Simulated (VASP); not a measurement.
# K2LiAlF6 (Fm-3m) in VASP: single point with LDA

Aim: the single point of K2LiAlF6 with LDA.

All numbers are computed with VASP 6.6.1; they aren't measurements. Logs are shortened: lines on timing, memory, paths and dates and some standing lists are left out, and cuts for length are marked.

### Step 1. The cell of the first run

Symmetry: Fm-3m, No. 225, cubic system. Conventional cell: a = 7.842 Å, b = 7.842 Å, c = 7.842 Å, α = 90.00°, β = 90.00°, γ = 90.00°. Within 3.7 Å of K (site symmetry -43m) lie 12 F at 2.78 Å and 4 Li at 3.40 Å and 4 Al at 3.40 Å. Within 2.8 Å of Li (site symmetry m-3m) lie 6 F at 2.11 Å. Within 2.4 Å of Al (site symmetry m-3m) lie 6 F at 1.81 Å. F (site symmetry 4mm) has 1 Al at 1.81 Å and 1 Li at 2.11 Å within 2.4 Å.

### Step 2. Single point, LDA

INCAR

```
PREC = Accurate
ENCUT = 910
EDIFF = 1E-6
ISMEAR = 0
SIGMA = 0.1
LREAL = F
LASPH = T
NELM = 120
ALGO = Normal
ISIF = 2
LWAVE = F
LCHARG = F
GGA = CA
NBANDS = 44
GGA_COMPAT = F
```

KPOINTS

```
Automatic mesh
0
Gamma
  4 4 4
```

POSCAR

```
K2LiAlF6
1.0
    0.0000000000      3.9210000000      3.9210000000
    3.9210000000      0.0000000000      3.9210000000
    3.9210000000      3.9210000000      0.0000000000
K Li Al F
2 1 1 6
Direct
    0.2500000000      0.2500000000      0.2500000000
    0.7500000000      0.7500000000      0.7500000000
    0.5000000000      0.5000000000      0.5000000000
    0.0000000000      0.0000000000      0.0000000000
    0.7689000000      0.2311000000      0.2311000000
    0.2311000000      0.7689000000      0.2311000000
    0.2311000000      0.7689000000      0.7689000000
    0.7689000000      0.2311000000      0.7689000000
    0.2311000000      0.2311000000      0.7689000000
    0.7689000000      0.7689000000      0.2311000000
```

Potentials or basis: VASP PAW LDA potentials, release 64 (K_sv, Li_sv, Al, F_h).

On the command line:

```console
$ cat potpaw_LDA.64/K_sv/POTCAR potpaw_LDA.64/Li_sv/POTCAR potpaw_LDA.64/Al/POTCAR potpaw_LDA.64/F_h/POTCAR > POTCAR
$ mpirun -np 1 vasp_std > vasp.out
```

OUTCAR:

```text
PREC = Accurate
   ENCUT = 910
   EDIFF = 1E-6
   ISMEAR = 0
   LREAL = F
   LASPH = T
   NELM = 120
   ISIF = 2
   GGA = CA

 ion  position               nearest neighbor table
   1  0.250  0.250  0.250-   4 3.40   4 3.40   4 3.40   4 3.40
   2  0.750  0.750  0.750-   4 3.40   4 3.40   4 3.40   4 3.40
   3  0.500  0.500  0.500-
   4  0.000  0.000  0.000-   5 1.81   6 1.81   7 1.81   8 1.81   9 1.81  10 1.81   1 3.40   2 3.40
                             2 3.40   2 3.40   2 3.40   1 3.40   1 3.40   1 3.40
   5  0.769  0.231  0.231-   4 1.81
   6  0.231  0.769  0.231-   4 1.81
   7  0.231  0.769  0.769-   4 1.81
   8  0.769  0.231  0.769-   4 1.81
   9  0.231  0.231  0.769-   4 1.81
  10  0.769  0.769  0.231-   4 1.81

  LATTYP: Found a face centered cubic cell.
 ALAT       =     7.8420000000

  Lattice vectors:

 A1 = (   0.0000000000,   3.9210000000,   3.9210000000)
 A2 = (   3.9210000000,   0.0000000000,   3.9210000000)
 A3 = (   3.9210000000,   3.9210000000,   0.0000000000)

Analysis of symmetry for initial positions (statically):
=====================================================================
 Subroutine PRICEL returns:
 Original cell was already a primitive cell.

 Routine SETGRP: Setting up the symmetry group for a
 face centered cubic supercell.

 Subroutine GETGRP returns: Found 48 space group operations
 (whereof 48 operations were pure point group operations)
 out of a pool of 48 trial point group operations.

The static configuration has the point symmetry O_h .

Analysis of symmetry for dynamics (positions and initial velocities):
=====================================================================
 Subroutine PRICEL returns:
 Original cell was already a primitive cell.

 Routine SETGRP: Setting up the symmetry group for a
 face centered cubic supercell.

 Subroutine GETGRP returns: Found 48 space group operations
 (whereof 48 operations were pure point group operations)
 out of a pool of 48 trial point group operations.

The dynamic configuration has the point symmetry O_h .

 Subroutine INISYM returns: Found 48 space group operations
 (whereof 48 operations are pure point group operations),
 and found     1 'primitive' translations

----------------------------------------------------------------------------------------

                                     Primitive cell
[... 97 lines left out ...]
   ISYM   =      2    0-nonsym 1-usesym 2-fastsym
   POTIM  = 0.5000    time-step for ionic-motion
   TEBEG  =    0.0;   TEEND  =   0.0 temperature during run
   PSTRESS=    0.0 pullay stress
   NELECT =      66.0000    total number of electrons
   NUPDOWN=      -1.0000    fix difference up-down
   EMIN   =  10.00;   EMAX   =-10.00  energy-range for DOS
   EFERMI =   0.00;   METHOD = LEGACY
   ISMEAR =     0;   SIGMA  =   0.10  broadening in eV -4-tet -1-fermi 0-gaus
   EFERMI_NEDOS =   21; number of points for ismear=-14 and -15
   IALGO  =     38    algorithm
   IMIX   =      4    mixing-type and parameters
     AMIX     =   0.40;   BMIX     =  1.00
     AMIX_MAG =   1.60;   BMIX_MAG =  1.00
  volume/ion in A,a.u.               =      12.06        81.36
  Fermi-wavevector in a.u.,A,eV,Ry     =   1.339212  2.530744 24.401893  1.793489
  Thomas-Fermi vector in A             =   2.467622
   LORBIT       =      0    0 simple, 1 ext, 2 COOP (PROOUT), +10 PAW based schemes
   GGA     = CA    functional components
   LHFCALC =     F    Hartree Fock is set to
   AEXX    =    0.0000 exact exchange contribution
   IVDW    =     0    specifies the selected vdW correction
   LEPSILON=     F    determine dielectric tensor
   LRPA    =     F    only Hartree local field effects (RPA)
 non-spin polarized calculation
 Gauss-broadening in eV      SIGMA  =   0.10
  energy-cutoff  :      910.00
  volume of cell :      120.56
 maximum number of plane-waves:      7631
 NGX is ok and might be reduce to    56
   NGX = 27   NGY = 27   NGZ = 27

 number of electron      65.9999983 magnetization

 Free energy of the ion-electron system (eV)
  ---------------------------------------------------
  ext. energy  EPLUGINS =         0.00000000
  ---------------------------------------------------
  free energy    TOTEN  =       -55.73430760 eV

  energy without entropy =      -55.73430760  energy(sigma->0) =      -55.73430760

 E-fermi :  -0.6756     XC(G=0): -10.4360

 val. band max:       -1.1931196607   @ k =   0.0000   0.0000   0.0000
 cond. band min:       6.3273959506   @ k =   0.0000   0.0000   0.0000
 fundamental gap:      7.5205156113
 Fermi energy:        -0.6756216232

 k-point     1 :       0.0000    0.0000    0.0000
  band No.  band energies     occupation
      1     -41.6193      2.00000
      2     -26.2063      2.00000
      3     -26.1123      2.00000
      4     -21.4859      2.00000
      5     -20.7582      2.00000
      6     -20.7582      2.00000
[... 365 lines left out ...]
     43      11.7410      0.00000
     44      11.9165      0.00000

------------------------ aborting loop because EDIFF is reached ----------------------------------------

  FORCE on cell =-STRESS in cart. coord.  units (eV):
  Direction    XX          YY          ZZ          XY          YZ          ZX
  --------------------------------------------------------------------------------------
  -------------------------------------------------------------------------------------
  Total       -3.1411689     -3.1411689     -3.1411689      0.0000000      0.0000000     -0.0000000
  in kB      -41.7427786    -41.7427786    -41.7427786      0.0000000      0.0000000     -0.0000000
  external PRESSURE =     -41.7427786 kB  Pullay stress =       0.0000000 kB

 VOLUME and BASIS-vectors are now :
 -----------------------------------------------------------------------------
  energy-cutoff  :      910.00
  volume of cell :      120.56
      direct lattice vectors                 reciprocal lattice vectors
     0.000000000  3.921000000  3.921000000    -0.127518490  0.127518490  0.127518490
     3.921000000  0.000000000  3.921000000     0.127518490 -0.127518490  0.127518490
     3.921000000  3.921000000  0.000000000     0.127518490  0.127518490 -0.127518490

 POSITION                                       TOTAL-FORCE (eV/Angst)
 -----------------------------------------------------------------------------------
      1.96050      1.96050      1.96050         0.000000      0.000000      0.000000
      5.88150      5.88150      5.88150        -0.000000     -0.000000      0.000000
      3.92100      3.92100      3.92100         0.000000     -0.000000      0.000000
      0.00000      0.00000      0.00000         0.000000     -0.000000      0.000000
      1.81229      3.92100      3.92100         0.151700     -0.000000      0.000000
      3.92100      1.81229      3.92100         0.000000      0.151700      0.000000
      6.02971      3.92100      3.92100        -0.151700     -0.000000      0.000000
      3.92100      6.02971      3.92100         0.000000     -0.151700      0.000000
      3.92100      3.92100      1.81229         0.000000     -0.000000      0.151700
      3.92100      3.92100      6.02971         0.000000     -0.000000     -0.151700
 -----------------------------------------------------------------------------------
    total drift:                               -0.000000     -0.000000     -0.000000

  FREE ENERGIE OF THE ION-ELECTRON SYSTEM (eV)
  ---------------------------------------------------
  free  energy   TOTEN  =       -55.7343075980 eV

  energy  without entropy=      -55.7343075980  energy(sigma->0) =      -55.73430760
```

OSZICAR:

```text
N       E                     dE             d eps       ncg     rms          rms(c)
DAV:   1     0.931331118841E+03    0.93133E+03   -0.46993E+04   704   0.230E+03
DAV:   2     0.112804553819E+03   -0.81853E+03   -0.75119E+03   796   0.534E+02
DAV:   3    -0.503940040862E+02   -0.16320E+03   -0.16157E+03   936   0.206E+02
DAV:   4    -0.592436415934E+02   -0.88496E+01   -0.88142E+01  1048   0.448E+01
DAV:   5    -0.595975410092E+02   -0.35390E+00   -0.35328E+00  1128   0.850E+00    0.123E+01
DAV:   6    -0.559101596022E+02    0.36874E+01   -0.13729E+01   960   0.205E+01    0.647E+00
DAV:   7    -0.558158773911E+02    0.94282E-01   -0.73718E-01  1020   0.379E+00    0.383E+00
DAV:   8    -0.557409003126E+02    0.74977E-01   -0.12790E-01   916   0.282E+00    0.815E-01
DAV:   9    -0.557341401346E+02    0.67602E-02   -0.25245E-02  1248   0.815E-01    0.192E-01
DAV:  10    -0.557343269188E+02   -0.18678E-03   -0.24694E-03   956   0.250E-01    0.753E-02
DAV:  11    -0.557343182600E+02    0.86588E-05   -0.11671E-04  1176   0.518E-02    0.439E-02
DAV:  12    -0.557343075957E+02    0.10664E-04   -0.29273E-05  1048   0.346E-02    0.667E-03
DAV:  13    -0.557343075980E+02   -0.22119E-08   -0.38989E-06   832   0.105E-02
   1 F= -.55734308E+02 E0= -.55734308E+02  d E =-.105349E-13
```

It took 2 min on 1 thread of Intel Xeon Platinum 8488C (Sapphire Rapids), shared host; peak memory 0.37 GiB.

What came out:

```yaml
Free_energy: -55.7343 eV
Pressure: -4.2 GPa
Largest_force: 0.152 eV/Å
Band_gap_on_the_k_mesh: 7.52 eV
```

Forces in eV/Å, atoms in the order of the input:
```
K    0.000  0.000  0.000
K    0.000  0.000  0.000
Li   0.000  0.000  0.000
Al   0.000  0.000  0.000
F    0.152  0.000  0.000
F    0.000  0.152  0.000
F   -0.152  0.000  0.000
F    0.000 -0.152  0.000
F    0.000  0.000  0.152
F    0.000  0.000 -0.152
```

Caveat: the cell stands under tension.
